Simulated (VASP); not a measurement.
Write the native input for VASP 6.6.1 that does the following.

| Item | Value |
| --- | --- |
| Task | single point |
| Functional | HSE06 |
| Potentials or basis | VASP PAW PBE potentials, release 64 (Zr_sv, O) |
| Cutoff | 520 eV |
| k mesh | 6 × 6 × 6 |
| Occupations | gaussian, width 0.01 eV |
| Spin | no spin polarisation |
| Dipole correction | no |
| Grid for exact exchange (PRECFOCK) | Normal |
| Further INCAR settings | ALGO = Normal; EDIFF = 1e-06; NBANDS = 19 |
| Share of exact exchange | 0.25 |
| Screening parameter | 0.2079 1/Å |

ZrO2:

```
CELL_PARAMETERS angstrom
0.00000 2.54471 2.54471
2.58925 0.00000 2.54471
2.58925 2.54471 0.00000
ATOMIC_POSITIONS crystal
Zr 0.00000 0.00000 0.00000
O 0.25000 0.25000 0.25000
O 0.75000 0.75000 0.75000
```

This cell differs from its parent crystal: uniaxial x strain +1.8%.

One way to write it, as run:

POSCAR

```
ZrO2
1.0
    0.0000000000      2.5447135875      2.5447135875
    2.5892460753      0.0000000000      2.5447135875
    2.5892460753      2.5447135875      0.0000000000
Zr O
1 2
Direct
    0.0000000000      0.0000000000      0.0000000000
    0.2500000000      0.2500000000      0.2500000000
    0.7500000000      0.7500000000      0.7500000000
```

INCAR.step1

```
SYSTEM = ZrO2
PREC = Accurate
ENCUT = 520
EDIFF = 1E-5
ISMEAR = 0
SIGMA = 0.01
LREAL = .FALSE.
LASPH = .TRUE.
NELM = 100
ALGO = Normal
ISIF = 2
LWAVE = .TRUE.
LCHARG = .FALSE.
GGA = PE
NBANDS = 19
```

INCAR.step2

```
SYSTEM = ZrO2
PREC = Accurate
ENCUT = 520
EDIFF = 1E-6
ISMEAR = 0
SIGMA = 0.01
LREAL = .FALSE.
LASPH = .TRUE.
NELM = 100
ALGO = Normal
ISIF = 2
LWAVE = .FALSE.
LCHARG = .FALSE.
GGA = PE
LHFCALC = .TRUE.
HFSCREEN = 0.2079
PRECFOCK = Normal
ISTART = 1
NBANDS = 19
```

KPOINTS

```
Automatic mesh
0
G
  6 6 6
  0 0 0
```

Potentials or basis: VASP PAW PBE potentials, release 64 (Zr_sv, O).

The run is started by

```bash
$ cat potpaw_PBE.64/Zr_sv/POTCAR potpaw_PBE.64/O/POTCAR > POTCAR
$ cp INCAR.step1 INCAR
$ mpirun -np 1 vasp_std > vasp.out
$ cp INCAR.step2 INCAR
$ mpirun -np 1 vasp_std > vasp.out
```

It gave:

The pressure is -6.7 GPa and the band gap on the k mesh is 4.75 eV (least direct gap 5.22 eV).

Caveat: the cell differs from its parent crystal (uniaxial x strain +1.8%); the cell stands under tension; the PAW data sets were made with another functional, which shifts forces and pressure a little.

Wall time 57 min on 1 thread of Intel(R) Xeon(R) 6975P-C (Granite Rapids) (shared host), peak memory 0.29 GiB.
